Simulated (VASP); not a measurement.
Input of a VASP 6.6.1 run:

INCAR

```
SYSTEM = Cu
ALGO = Normal ; EDIFF = 1E-6
ENCUT = 600 ; GGA = PE
GGA_COMPAT = .False. ; ISIF = 2
ISMEAR = 0 ; LASPH = .True.
LCHARG = .True. ; LELF = .True.
LREAL = .False. ; LVHAR = .True.
LWAVE = .False. ; NBANDS = 12
NELM = 120 ; PREC = Accurate
SIGMA = 0.1
```

The input KPOINTS:

```
k-points
0
Gamma
  8 8 8
  0 0 0
```

POSCAR

```
Cu
1.0
   -1.4341921420      1.4341921420      1.4341921420
    1.4341921420     -1.4341921420      1.4341921420
    1.4341921420      1.4341921420     -1.4341921420
Cu
1
Direct
    0.0000000000      0.0000000000      0.0000000000
```

Potentials or basis: VASP PAW PBE potentials, release 64 (Cu).

Run with:

```bash
$ cat potpaw_PBE.64/Cu/POTCAR > POTCAR
$ mpirun -np 1 vasp_std > vasp.out
```

Problem. Predict the band gap on the k mesh.

Solution. Zero (an odd number of electrons rules out a gap without spin polarisation).

Problem. Predict the pressure.

Solution. 3.2 GPa.

Caveat: the k points lie up to 0.39 Å⁻¹ apart, too coarse for converged energies and pressures of a metal.
